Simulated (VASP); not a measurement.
KCrF3:

```xyz
5
Lattice="4.2196 0.0000 0.0000 0.0000 4.2196 0.0000 0.0000 0.0000 4.2196" Properties=species:S:1:pos:R:3 pbc="T T T"
K     2.1098    2.1098    2.1098
Cr    0.0000    0.0000    0.0000
F     2.1098    0.0000    0.0000
F     0.0000    0.0000    2.1098
F     0.0000    2.1098    0.0000
```

* Program: VASP 6.6.1
* Task: relaxation of cell and atoms
* Functional: LDA
* Potentials or basis: VASP PAW LDA potentials, release 64 (K_sv, Cr_pv, F)
* Cutoff: 600 eV
* k mesh: 6 × 6 × 6
* Occupations: fermi-dirac, width 0.15 eV
* Spin: collinear spin, ferromagnetic start
* Starting moments: [0.0, 2.1, 0.0, 0.0, 0.0] μB

At the start: pressure -8.6 GPa; volume 15.03 Å³/atom.

Problem. How do energy, volume and symmetry change on relaxing?

Solution. Over 3 steps the energy falls by 54.7 meV/atom and the volume is 13.23 Å³/atom (-12.0 %); space group Pm-3m (No. 221, to 0.1 Å) before and after; moment 4.00 μB per cell.

The path:
| step | energy change (eV) | largest force (eV/Å) | pressure (GPa) | volume (Å³) |
| --- | --- | --- | --- | --- |
| 1 | 0.0000 | 0.0000 | -8.61 | 75.13 |
| 2 | -0.2724 | 0.0000 | -0.75 | 66.69 |
| 3 | -0.2737 | 0.0000 | -0.02 | 66.15 |

Final structure:
```xyz
5
Lattice="4.0443 0.0000 0.0000 0.0000 4.0443 0.0000 0.0000 0.0000 4.0443" Properties=species:S:1:pos:R:3 pbc="T T T"
K     2.0222    2.0222    2.0222
Cr    0.0000    0.0000    0.0000
F     2.0222    0.0000    0.0000
F     0.0000    0.0000    2.0222
F     0.0000    2.0222    0.0000
```

Caveat: a cell with one magnetic atom can't hold antiferromagnetic order, which such compounds often take.
